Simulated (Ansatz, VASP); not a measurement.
Cu: VASP beside Ansatz

INCAR

```
SYSTEM = Cu
PREC = Accurate
ENCUT = 520
EDIFF = 1E-7
ISMEAR = -1
SIGMA = 0.03
LREAL = .False.
LASPH = .True.
NELM = 80
ALGO = Normal
ISIF = 2
LWAVE = .False.
LCHARG = .False.
GGA = PS
NBANDS = 12
```

The input KPOINTS:

```
regular mesh
0
Gamma
  17 17 17
  0 0 0
```

POSCAR

```
Cu
1.0
    0.0000000000      1.8312856224      1.8312856224
    1.8312856224      0.0000000000      1.8312856224
    1.8312856224      1.8312856224      0.0000000000
Cu
1
Direct
    0.0000000000      0.0000000000      0.0000000000
```

Input for Ansatz:

```yaml
crystal:
  lattice:
    - [0.0, 1.8312856224, 1.8312856224]
    - [1.8312856224, 0.0, 1.8312856224]
    - [1.8312856224, 1.8312856224, 0.0]
  atoms:
    - { symbol: Cu, position: [0.0, 0.0, 0.0] }
kpoints:
  mp_grid: { grid: [17, 17, 17] }
  band_path:
    path:
      - [0.0, 0.0, 0.0]
      - [0.5, 0.0, 0.5]
      - [0.625, 0.25, 0.625]
      - [0.375, 0.375, 0.75]
      - [0.0, 0.0, 0.0]
      - [0.5, 0.5, 0.5]
      - [0.5, 0.25, 0.75]
      - [0.5, 0.0, 0.5]
    npoints: 5
scf:
  occupations: { method: fermi_dirac, width: 0.03 }
hamiltonian:
  xc: pbesol
  pseudopotentials: { kind: all_electron, lapw: { basis_error: 0.00025 } }
output:
  forces: true
  stress: true
  eigenvalues: true
```

Change from the starting cell: volume scaled by 1.04.

Alike in both runs: task single point; functional PBEsol; k mesh 17 × 17 × 17; occupations fermi-dirac, width 0.03 eV; no spin polarisation.

```csv
,VASP,Ansatz
version,VASP 6.6.1,Ansatz 0.2.0
potentials or method,"VASP PAW PBE potentials, release 64 (Cu), cutoff 520 eV","all-electron LAPW, scalar-relativistic"
```

|  | VASP | Ansatz | Ansatz less VASP |
| --- | --- | --- | --- |
| pressure (GPa) | -10.8 | -11.4 | -0.67 |

VASP's potentials were made for PBE, not for PBEsol. Ansatz ran all-electron here, and VASP with PAW potentials.
